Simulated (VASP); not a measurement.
Set up this calculation in VASP 6.6.1, as the native input.

| Property | Result |
| --- | --- |
| Task | single point |
| Functional | PBE |
| Potentials or basis | VASP PAW PBE potentials, release 64 (Al, P) |
| Cutoff | 500 eV |
| k mesh | 8 × 8 × 8 |
| Occupations | gaussian, width 0.01 eV |
| Spin | no spin polarisation |
| Dipole correction | no |
| Further INCAR settings | ALGO = Normal; EDIFF = 1e-06; NBANDS = 11 |

The structure of AlP lies in POSCAR:

```
AlP
1.0
    0.0000000000      2.7538283603      2.7538283603
    2.7538283603      0.0000000000      2.7538283603
    2.7538283603      2.7538283603      0.0000000000
Al P
1 1
Direct
    0.0000000000      0.0000000000      0.0000000000
    0.7500000000      0.7500000000      0.7500000000
```

One way to write it, as run:

INCAR

```
SYSTEM = AlP
PREC = Accurate ; ENCUT = 500
EDIFF = 1E-6 ; ISMEAR = 0
SIGMA = 0.01 ; LREAL = .FALSE.
LASPH = .TRUE. ; NELM = 120
ALGO = Normal ; ISIF = 2
LWAVE = .FALSE. ; LCHARG = .TRUE.
GGA = PE ; LELF = .TRUE.
LVHAR = .TRUE. ; NBANDS = 11
GGA_COMPAT = .FALSE.
```

KPOINTS

```
regular mesh
0
G
  8 8 8
  0 0 0
```

Potentials or basis: VASP PAW PBE potentials, release 64 (Al, P).

Command:

```sh
$ cat potpaw_PBE.64/Al/POTCAR potpaw_PBE.64/P/POTCAR > POTCAR
$ mpirun -np 1 vasp_std > vasp.out
```

It gave:

```json
{
  "Pressure": "-0.1 GPa",
  "Band gap on the k mesh": "1.63 eV, indirect (least direct gap 3.08 eV)"
}
```

Run time: 14 s on 1 thread of Intel Xeon 6975P-C (shared host), peak memory 0.15 GiB.
